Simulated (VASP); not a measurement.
A run of VASP 6.6.1:

Contents of POSCAR:

```
V
1.0
   -1.4799860000      1.4799860000      1.4799860000
    1.4799860000     -1.4799860000      1.4799860000
    1.4799860000      1.4799860000     -1.4799860000
V
1
Direct
    0.0000000000      0.0000000000      0.0000000000
```

The input INCAR.step1:

```
SYSTEM = V
  ALGO = Normal
  EDIFF = 1E-4
  ENCUT = 520
  GGA = PE
  ISMEAR = -1
  LASPH = .True.
  LCHARG = .False.
  LREAL = .False.
  LWAVE = .True.
  NBANDS = 12
  NELM = 100
  PREC = Accurate
  SIGMA = 0.05
```

Contents of INCAR.step2:

```
SYSTEM = V
  ALGO = Normal
  EDIFF = 1E-6
  ENCUT = 520
  ISIF = 2
  ISMEAR = -1
  ISTART = 1
  LASPH = .True.
  LCHARG = .False.
  LMIXTAU = .True.
  LREAL = .False.
  LWAVE = .False.
  METAGGA = R2SCAN
  NBANDS = 12
  NELM = 100
  PREC = Accurate
  SIGMA = 0.05
```

Contents of KPOINTS:

```
k-points
0
Gamma
  14 14 14
  0 0 0
```

Potentials or basis: VASP PAW PBE potentials, release 64 (V_sv).

Launch:

```sh
$ cat potpaw_PBE.64/V_sv/POTCAR > POTCAR
$ cp INCAR.step1 INCAR
$ mpirun -np 1 vasp_std > vasp.out
$ cp INCAR.step2 INCAR
$ mpirun -np 1 vasp_std > vasp.out
```

Hardware: 1 thread of Intel(R) Xeon(R) Platinum 8375C CPU @ 2.90GHz (Ice Lake), with other jobs on the host.

**Question.** How long does it take, and how much memory?

**Answer.** Wall time 45 s on 1 thread of Intel(R) Xeon(R) Platinum 8375C CPU @ 2.90GHz (Ice Lake), on a shared host, peak memory 0.13 GiB. Counts: k points 104.
